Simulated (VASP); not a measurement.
Hf: single point with PBE

The system is Hf.

```
CELL_PARAMETERS angstrom
3.55633 0.00000 0.00000
-1.77816 2.45697 0.00000
0.00000 0.00000 5.05780
ATOMIC_POSITIONS crystal
Hf 0.33333 0.66667 0.25000
Hf 0.66667 0.33333 0.75000
```

This cell differs from its parent crystal: strain +0.1125 x Voigt [1, -1, 0, 0, 0, 0].

- Program: VASP 6.6.1
- Task: single point
- Functional: PBE
- Potentials or basis: VASP PAW PBE potentials, release 64 (Hf_pv)
- Cutoff: 520 eV
- k mesh: 18 × 18 × 10
- Occupations: gaussian, width 0.15 eV
- Spin: no spin polarisation

| Property | Result |
| --- | --- |
| Pressure | 2.3 GPa |
| Largest force | 0.677 eV/Å |
| Band gap on the k mesh | zero (band 10 reaches 5.58 eV, above the bottom of band 11 at 4.49 eV) |

Forces on the atoms (eV/Å):
```
Hf   0.000 -0.677  0.000
Hf   0.000  0.677  0.000
```

Stress tensor (GPa, compression positive):
```
-2.61  0.00  0.00
 0.00 11.45  0.00
 0.00  0.00 -2.06
```

Levels at points of the mesh, in eV from the Fermi level:
```
           k point  band 8  band 9  band 10  band 11  band 12  band 13
(0.00, 0.00, 0.00)   -3.51   -0.40     0.54     0.88     1.56     2.67
(0.50, 0.00, 0.00)   -2.39   -2.09    -0.81     0.57     1.40     2.39
(0.00, 0.50, 0.00)   -2.73   -1.92    -0.47     0.45     1.48     3.12
(0.00, 0.00, 0.50)   -5.19   -0.28    -0.28     0.23     0.23     3.24
(0.50, 0.00, 0.50)   -3.33   -0.80    -0.80     1.12     1.12     3.67
(0.00, 0.50, 0.50)   -2.94   -0.75    -0.75     1.51     1.51     2.51
```

Wall time 3.1 min on 1 thread of Intel(R) Xeon(R) 6975P-C (Granite Rapids) (shared host), peak memory 0.43 GiB.

Caveat: the cell differs from its parent crystal (strain +0.1125 x Voigt [1, -1, 0, 0, 0, 0]); spin-orbit coupling is left out, which moves the levels of the heavy elements.
